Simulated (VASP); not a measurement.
The system is LiBeF3.

```
Li Be F
1.0
     3.84683    0.00000    0.00000
     0.00000    3.84683    0.00000
     0.00000    0.00000    3.84683
Li Be F
1 1 3
Cartesian
  1.9234 1.9234 1.9234
  0.0000 0.0000 0.0000
  0.0000 1.9234 1.9234
  1.9234 0.0000 1.9234
  1.9234 1.9234 0.0000
```

- Program: VASP 6.6.1
- Task: relaxation of cell and atoms
- Functional: PBE
- Potentials or basis: VASP PAW PBE potentials, release 64 (Li_sv, Be, F)
- Cutoff: 600 eV
- k mesh: 4 × 4 × 4
- Occupations: gaussian, width 0.1 eV
- Spin: no spin polarisation

At the start: pressure -13.9 GPa; volume 11.39 Å³/atom.

Question: How do energy, volume and symmetry change on relaxing?

Answer: Over 4 steps the energy falls by 139.9 meV/atom and the volume is 8.81 Å³/atom (-22.6 %); space group Pm-3m (No. 221, to 0.05 Å).

The path:
| step | energy change (eV) | largest force (eV/Å) | pressure (GPa) | volume (Å³) |
| --- | --- | --- | --- | --- |
| 1 | 0.0000 | 0.0000 | -13.93 | 56.93 |
| 2 | -0.5600 | 0.0000 | -8.16 | 49.15 |
| 3 | -0.6963 | 0.0000 | -1.47 | 44.86 |
| 4 | -0.6993 | 0.0000 | 0.30 | 44.04 |

Final structure:
```xyz
5
Lattice="3.5315 0.0000 0.0000 0.0000 3.5315 0.0000 0.0000 0.0000 3.5315" Properties=species:S:1:pos:R:3 pbc="T T T"
Li    1.7658    1.7658    1.7658
Be    0.0000    0.0000    0.0000
F     0.0000    1.7658    1.7658
F     1.7658    0.0000    1.7658
F     1.7658    1.7658    0.0000
```

Caveat: the cutoff is under 1.25 times the usual one of these potentials, so pressure, stress and relaxed cells hold a basis-set (Pulay) error; the volume moved by over 15 % at a fixed basis, so the end points are rough.
